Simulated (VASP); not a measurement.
Input of a VASP 6.6.1 run:

Contents of INCAR:

```
ALGO     = Normal         # electronic algorithm
EDIFF    = 1E-7           # SCF threshold, eV
ENCUT    = 520            # plane-wave cutoff, eV
GGA      = PS             # functional
ISIF     = 2              # what is computed and relaxed
ISMEAR   = -1             # smearing method
LASPH    = T              # aspherical terms in the spheres
LCHARG   = F              # write CHGCAR
LREAL    = F              # projectors in reciprocal space
LWAVE    = F              # write WAVECAR
NBANDS   = 12             # bands
NELM     = 80             # most SCF steps
PREC     = Accurate       # precision mode
SIGMA    = 0.05           # smearing width, eV
```

KPOINTS

```
k-points
0
Gamma
  8 8 8
```

Contents of POSCAR:

```
P
1.0
    1.7947541851      1.0362018119      3.1296800121
   -1.7947541851      1.0362018119      3.1296800121
    0.0000000000     -2.0724036238      3.1296800121
P
2
Direct
    0.7729197500      0.7729197500      0.7729197500
    0.2270802500      0.2270802500      0.2270802500
```

Potentials or basis: VASP PAW PBE potentials, release 64 (P).

Command:

```bash
$ cat potpaw_PBE.64/P/POTCAR > POTCAR
$ mpirun -np 1 vasp_std > vasp.out
```

**Question.** What does it give for the pressure?

**Answer.** -8.4 GPa.

**Question.** What does it give for the largest force?

**Answer.** 0.144 eV/Å.

**Question.** What does it give for the band gap on the k mesh?

**Answer.** Zero (bands 5 and 6 overlap by 0.30 eV).

Forces on the atoms (eV/Å):
```
P    0.000  0.000  0.144
P    0.000  0.000 -0.144
```

Caveat: the cell stands under tension; the PAW data sets were made with another functional, which shifts forces and pressure a little.
